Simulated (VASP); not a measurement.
Al3GaIr:

```
Al Ga Ir
1.0
     4.21088    0.00000    0.00000
     0.00000    4.21088    0.00000
     0.00000    0.00000    4.21088
Al Ga Ir
3 1 1
Direct
  0.50000 0.00000 0.00000
  0.00000 0.50000 0.00000
  0.00000 0.00000 0.50000
  0.50000 0.50000 0.50000
  0.00000 0.00000 0.00000
```

The cell was generated, and may not be a known phase.

| Quantity | Value |
| --- | --- |
| Program | VASP 6.6.1 |
| Task | relaxation of cell and atoms |
| Functional | PBE |
| Potentials or basis | VASP PAW PBE potentials, release 64 (Al, Ga_d, Ir) |
| Cutoff | 600 eV |
| k mesh | 4 × 4 × 4 |
| Occupations | gaussian, width 0.1 eV |
| Spin | no spin polarisation |

At the start: pressure 62.1 GPa; volume 14.93 Å³/atom.

Task: Where does the relaxation end?

Result: Over 3 steps the energy falls by 957.9 meV/atom and the volume is 21.65 Å³/atom (+45.0 %); space group Pm-3m (No. 221, to 0.1 Å) before and after.

The path:
```
step  energy change (eV)  largest force (eV/Å)  pressure (GPa)  volume (Å³)
   1              0.0000                0.0000           62.12        74.67
   2             -1.6300                0.0000          -12.84       156.33
   3             -4.7894                0.0000           -0.03       108.27
```

Final structure:
```
CELL_PARAMETERS angstrom
4.76611 0.00000 0.00000
0.00000 4.76611 0.00000
0.00000 0.00000 4.76611
ATOMIC_POSITIONS crystal
Al 0.50000 0.00000 0.00000
Al 0.00000 0.50000 0.00000
Al 0.00000 0.00000 0.50000
Ga 0.50000 0.50000 0.50000
Ir 0.00000 0.00000 0.00000
```

Caveat: the k points lie up to 0.33 Å⁻¹ apart in the final cell, too coarse for converged energies and pressures of a metal; the volume moved by over 15 % at a fixed basis, so the end points are rough.
